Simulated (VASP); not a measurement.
Set up this calculation in VASP 6.6.1, as the native input.

```yaml
Task: molecular dynamics
Functional: PBE
Potentials_or_basis: VASP PAW PBE potentials, release 64 (C)
Cutoff: 440 eV
k_mesh: 1 × 1 × 1, shifted
Occupations: fermi-dirac, width 0.2068 eV
Spin: no spin polarisation
Dipole_correction: no
Mended: yes
Further_INCAR_settings: PREC = Normal; LREAL = Auto; ALGO = Normal; EDIFF = 1e-05; ISYM = -1; MAXMIX = 40; IBRION = 0; POTIM = 2.0; NSW = 40
```

The structure of C lies in POSCAR:

```
C
1.0
    5.4696720000     -0.0080320000      0.0476870000
   -0.0080320000      5.1910130000      0.0535580000
    0.0476870000      0.0535580000      5.3543890000
C
16
Direct
    0.6367631890      0.4313247447      0.6749314893
    0.0446796449      0.7618276519      0.1475718984
    0.1694536294      0.1893152751      0.5396692696
    0.3672352443      0.1663146723      0.4111215181
    0.8736770939      0.8146234417      0.6123760676
    0.8922599021      0.8191605382      0.3395848956
    0.8776564250      0.5394400532      0.7047037962
    0.4856048042      0.6293073536      0.2426532578
    0.1902246162      0.3688970953      0.0810073387
    0.3750521365      0.2166504024      0.1354047954
    0.6644790239      0.0701055909      0.7406004264
    0.1050207883      0.3484382521      0.7179370640
    0.5365501862      0.4739446918      0.4366240573
    0.6395609371      0.8947805149      0.1859237623
    0.5024258739      0.0218563136      0.9813477438
    0.2730981461      0.6060338933      0.1592773105
```

The input as run:

INCAR

```
SYSTEM = C
PREC     = Normal         ! precision mode
ENCUT    = 440            ! plane-wave cutoff, eV
EDIFF    = 1E-5           ! SCF threshold, eV
ISMEAR   = -1             ! smearing method
SIGMA    = 0.2068         ! smearing width, eV
LREAL    = Auto         
LASPH    = .TRUE.         ! aspherical terms in the spheres
NELM     = 120            ! most SCF steps
ALGO     = Normal         ! electronic algorithm
ISIF     = 2              ! what is computed and relaxed
LWAVE    = .FALSE.        ! write WAVECAR
LCHARG   = .FALSE.        ! write CHGCAR
GGA      = PE             ! functional
ISYM     = -1           
IBRION   = 0              ! ionic algorithm
NSW      = 40             ! ionic steps
POTIM    = 2.0            ! step
TEBEG    = 2400.0       
TEEND    = 2400.0       
NELMIN   = 4            
RANDOM_SEED= 38705 0 0    
MDALGO   = 3            
LANGEVIN_GAMMA= 30           
GGA_COMPAT= .FALSE.      
MAXMIX   = 40
```

KPOINTS

```
explicit points
1
Reciprocal
  0.25000000   0.25000000   0.25000000 1
```

Potentials or basis: VASP PAW PBE potentials, release 64 (C).

Launch:

```sh
$ cat potpaw_PBE.64/C/POTCAR > POTCAR
$ mpirun -np 1 vasp_std > vasp.out
```

Run time: 4.5 min on 1 thread of AMD EPYC 7R43 64-Core Processor (Zen 3), on a shared host, peak memory 0.12 GiB.
